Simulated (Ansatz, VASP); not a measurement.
Rh in VASP and in Ansatz

```
Rh
1.0
     0.00000    1.87685    1.87685
     1.87685    0.00000    1.87685
     1.87685    1.87685    0.00000
Rh
1
Direct
  0.00000 0.00000 0.00000
```

Alike in both runs: functional LDA; k mesh 20 × 20 × 20; occupations gaussian, width 0.1 eV; no spin polarisation.

Ansatz relaxed the structure, and its values are those at the end. VASP's run is a single point on that final structure, the one shown.

|  | VASP | Ansatz |
| --- | --- | --- |
| version | VASP 6.6.1 | Ansatz 0.2.0 |
| potentials or method | VASP PAW LDA potentials, release 64 (Rh_pv), cutoff 520 eV | scalar-relativistic, plane waves, PAW |
| valence electrons in the cell | 15 | 17 |

|  | VASP | Ansatz | Ansatz less VASP |
| --- | --- | --- | --- |
| gap on the k mesh at the Fermi level (eV) | none | none | - |
| pressure (GPa) | 0.9 | 0.0 | -0.92 |

LDA's correlation is that of Perdew and Zunger in VASP and of Perdew and Wang (1992) in Ansatz. A gap of «none» marks a metal or a gap that the smearing closes. VASP's potentials hold 15 valence electrons a cell and Ansatz's 17, so a difference there can come from the potentials and not from the codes.
